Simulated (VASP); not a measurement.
Wanted: the native input for a VASP 6.6.1 run.

```yaml
Task: single point
Functional: PBEsol
Potentials_or_basis: VASP PAW PBE potentials, release 64 (Hg)
Cutoff: 520 eV
k_mesh: 17 × 17 × 17
Occupations: fermi-dirac, width 0.08 eV
Spin: no spin polarisation
Dipole_correction: no
Further_INCAR_settings: ALGO = Normal; EDIFF = 1e-07; NBANDS = 12
```

The structure of Hg lies in POSCAR:

```
Hg
1.0
   -1.5385709228      1.5385709228      1.5385709228
    1.5385709228     -1.5385709228      1.5385709228
    1.5385709228      1.5385709228     -1.5385709228
Hg
1
Direct
    0.0000000000      0.0000000000      0.0000000000
```

These files were run (other wordings do the same):

INCAR

```
  PREC = Accurate
  ENCUT = 520
  EDIFF = 1E-7
  ISMEAR = -1
  SIGMA = 0.08
  LREAL = False
  LASPH = True
  NELM = 80
  ALGO = Normal
  ISIF = 2
  LWAVE = False
  LCHARG = False
  GGA = PS
  NBANDS = 12
```

KPOINTS

```
Automatic mesh
0
Gamma
  17 17 17
```

Potentials or basis: VASP PAW PBE potentials, release 64 (Hg).

Run with:

```bash
$ cat potpaw_PBE.64/Hg/POTCAR > POTCAR
$ mpirun -np 1 vasp_std > vasp.out
```

It gave:

```json
{"Pressure": "101.1 GPa", "Band gap on the k mesh": "zero (bands 6 and 7 overlap by 2.85 eV)"}
```

Caveat: the cell stands under pressure; the PAW data sets were made with another functional, which shifts forces and pressure a little; spin-orbit coupling is left out, which moves the levels of the heavy elements.

It took 8.8 s on 1 thread of Intel(R) Xeon(R) 6975P-C (Granite Rapids) (shared host), peak memory 0.15 GiB.
